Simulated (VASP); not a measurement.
Ti, 2 atoms in the cell. The structure is hexagonal, space group P6_3/mmc (No. 194). The conventional cell has a = 2.924 Å, b = 2.924 Å, c = 4.620 Å, α = 90.00°, β = 90.00°, γ = 120.00°. Within 3.8 Å of Ti (site symmetry -6m2) lie 12 Ti at 2.86 to 2.92 Å. 

```yaml
Program: VASP 6.6.1
Task: single point
Functional: PBE
Dispersion: D4
Potentials_or_basis: VASP PAW PBE potentials, release 64 (Ti_sv)
Cutoff: 520 eV
k_mesh: 10 × 10 × 6
Occupations: fermi-dirac, width 0.05 eV
Spin: no spin polarisation
Dipole_correction: no
Further_INCAR_settings: ALGO = Normal; EDIFF = 1e-07; NBANDS = 19
```

Potentials or basis: VASP PAW PBE potentials, release 64 (Ti_sv).

Run with:

```sh
$ cat potpaw_PBE.64/Ti_sv/POTCAR > POTCAR
$ mpirun -np 1 vasp_std > vasp.out
```

Hardware: 1 thread of Intel(R) Xeon(R) 6975P-C (Granite Rapids), on a shared host.

Question: Estimate the wall time of this run.

Answer: Run time: 17 s on 1 thread of Intel(R) Xeon(R) 6975P-C (Granite Rapids) (shared host), peak memory 0.17 GiB. Counts: scf iterations 16, k points 56.
